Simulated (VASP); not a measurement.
Crystal: Ni.

```
Ni
1.0
     2.27759    0.00000    0.00000
     0.00000    2.27759    0.00000
     0.00000    0.00000    2.27759
Ni
1
Direct
  0.00000 0.00000 0.00000
```

| Item | Value |
| --- | --- |
| Program | VASP 6.6.1 |
| Task | relaxation of cell and atoms |
| Functional | RPBE |
| Potentials or basis | VASP PAW PBE potentials, release 64 (Ni) |
| Cutoff | 600 eV |
| k mesh | 14 × 14 × 14 |
| Occupations | fermi-dirac, width 0.05 eV |
| Spin | collinear spin, ferromagnetic start |
| Starting moments | [0.8] μB |

At the start: pressure 15.9 GPa; volume 11.81 Å³/atom.

Problem. Where does the relaxation end?

Solution. Over 5 steps the energy falls by 55.1 meV/atom and the volume is 13.04 Å³/atom (+10.4 %); space group Pm-3m (No. 221, to 0.05 Å); moment 0.55 μB per cell.

The path:
```csv
step,energy change (eV),largest force (eV/Å),pressure (GPa),volume (Å³)
1,0.0000,0.0000,15.94,11.81
2,-0.0372,0.0000,-6.17,13.94
3,-0.0551,0.0000,-0.13,13.07
4,-0.0551,0.0000,0.17,13.04
5,-0.0551,0.0000,-0.10,13.04
```

Final structure:
```yaml
crystal:
  lattice:
    - [2.35379, 0.00000, 0.00000]
    - [0.00000, 2.35379, 0.00000]
    - [0.00000, 0.00000, 2.35379]
  atoms:
    - { symbol: Ni, position: [0.00000, 0.00000, 0.00000] }
```

Caveat: the PAW data sets were made with another functional, which shifts forces and pressure a little.
